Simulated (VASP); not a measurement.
The system is TiO2.

```
Ti O
1.0
     2.70603   -2.70666    0.00000
     2.70603    2.70666    0.00000
    -2.63353    0.00000    4.79664
Ti O
2 4
Cartesian
  2.0477 1.9807 1.1992
  0.7309 -1.9807 3.5975
  -0.6205 -0.6563 3.2001
  3.3990 0.6563 1.5966
  2.0823 -0.6563 3.9949
  0.6963 0.6563 0.8018
```

Base run:

```yaml
Program: VASP 6.6.1
Functional: BLYP
Potentials_or_basis: VASP PAW PBE potentials, release 64 (Ti_sv, O)
Cutoff: 520 eV
k_mesh: 6 × 6 × 6
Occupations: gaussian, width 0.01 eV
Spin: no spin polarisation
```

Its results: band gap on the k mesh 2.04 eV (least direct gap 2.38 eV); pressure 4.0 GPa; largest force 0.089 eV/Å.

The run is repeated on the same cell with these changes: functional from BLYP to LDA; potentials or basis from VASP PAW PBE potentials, release 64 (Ti_sv, O) to VASP PAW LDA potentials, release 64 (Ti_sv, O). What comes out?

Band gap on the k mesh 1.95 eV (least direct gap 2.30 eV); pressure -11.9 GPa; largest force 0.314 eV/Å.

Caveats: the cell stands under pressure (at least some runs); the PAW data sets were made with another functional, which shifts forces and pressure a little (at least some runs); the cell stands under tension (at least some runs).

A k mesh can miss the band edges.
